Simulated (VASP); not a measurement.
Here is a VASP 6.6.1 calculation.

INCAR

```
ALGO = Normal
EDIFF = 1E-6
ENCUT = 520
GGA = PE
ISIF = 2
ISMEAR = 0
LASPH = T
LCHARG = T
LELF = T
LREAL = F
LVHAR = T
LWAVE = F
NBANDS = 16
NELM = 100
PREC = Accurate
SIGMA = 0.1
```

Contents of KPOINTS:

```
k-points
0
Gamma
  4 4 6
```

The input POSCAR:

```
InP
1.0
    3.9752352196      0.0000000000      0.0000000000
    0.0000000000      3.9752352196      0.0000000000
    0.0000000000      0.0000000000      2.7531634021
In P
1 1
Direct
    0.5000000000      0.5000000000      0.7208861467
    0.0000000000      0.0000000000      0.7203828033
```

Potentials or basis: VASP PAW PBE potentials, release 64 (In_d, P).

Run with:

```sh
$ cat potpaw_PBE.64/In_d/POTCAR potpaw_PBE.64/P/POTCAR > POTCAR
$ mpirun -np 1 vasp_std > vasp.out
```

(1) Predict the band gap on the k mesh.

(2) Estimate the pressure.

## Answers

(1) zero (band 9 reaches 8.51 eV, above the bottom of band 10 at 5.19 eV).

(2) -0.1 GPa.

Caveat: the k points lie up to 0.40 Å⁻¹ apart; spin-orbit coupling is left out, which moves the levels of the heavy elements.
